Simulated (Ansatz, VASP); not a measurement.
**One calculation of BeSn2C2, two programs**

```
Be Sn C
1.0
     3.67525    0.00000    0.00000
    -1.83762    3.18286    0.00000
     0.00000    0.00000    7.06948
Be Sn C
1 2 2
Direct
  0.00000 0.00000 0.00000
  0.33333 0.66667 0.28607
  0.66667 0.33333 0.71393
  0.33333 0.66667 0.65020
  0.66667 0.33333 0.34980
```

Alike in both runs: functional PBE; k mesh 12 × 12 × 6; occupations gaussian, width 0.1 eV; no spin polarisation.

Ansatz relaxed the structure, and its values are those at the end. VASP's run is a single point on that final structure, the one shown.

```csv
,VASP,Ansatz
version,VASP 6.6.1,Ansatz 0.2.0
potentials or method,"VASP PAW PBE potentials, release 64 (Be, Sn_d, C), cutoff 520 eV","scalar-relativistic, plane waves, PAW"
valence electrons in the cell,38,38
```

|  | VASP | Ansatz | Ansatz less VASP |
| --- | --- | --- | --- |
| gap on the k mesh at the Fermi level (eV) | none | none | - |
| pressure (GPa) | 0.0 | 0.0 | +0.03 |

A gap of «none» marks a metal or a gap that the smearing closes.
